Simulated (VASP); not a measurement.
A run of VASP 6.6.1 is set up as follows.

File INCAR:

```
SYSTEM = SnSe
PREC = Accurate
ENCUT = 520
EDIFF = 1E-7
ISMEAR = 0
SIGMA = 0.03
LREAL = .FALSE.
LASPH = .TRUE.
NELM = 80
ALGO = Normal
ISIF = 2
LWAVE = .FALSE.
LCHARG = .FALSE.
GGA = PS
IVDW = 12
NBANDS = 28
```

File KPOINTS:

```
Automatic mesh
0
G
  8 8 6
  0 0 0
```

The input POSCAR:

```
SnSe
1.0
    4.1533205440      0.0000000000      0.0000000000
    0.0000000000      4.1533205440      0.0000000000
    0.0000000000      0.0000000000      6.2970000000
Sn Se
2 2
Direct
    0.5000000000      0.0000000000      0.2500241371
    0.0000000000      0.5000000000      0.7499758629
    0.5000000000      0.0000000000      0.7499817524
    0.0000000000      0.5000000000      0.2500182476
```

Potentials or basis: VASP PAW PBE potentials, release 64 (Sn_d, Se).

Command:

```bash
$ cat potpaw_PBE.64/Sn_d/POTCAR potpaw_PBE.64/Se/POTCAR > POTCAR
$ mpirun -np 1 vasp_std > vasp.out
```

(1) Predict the pressure.

(2) Predict the band gap on the k mesh.

Results:

(1) -2.9 GPa.

(2) 0.12 eV.

Caveat: the stress differs along the axes, from -8 to -1 GPa; semilocal functionals underestimate gaps, and a narrow one can read as zero; the PAW data sets were made with another functional, which shifts forces and pressure a little; spin-orbit coupling is left out, which moves the levels of the heavy elements.
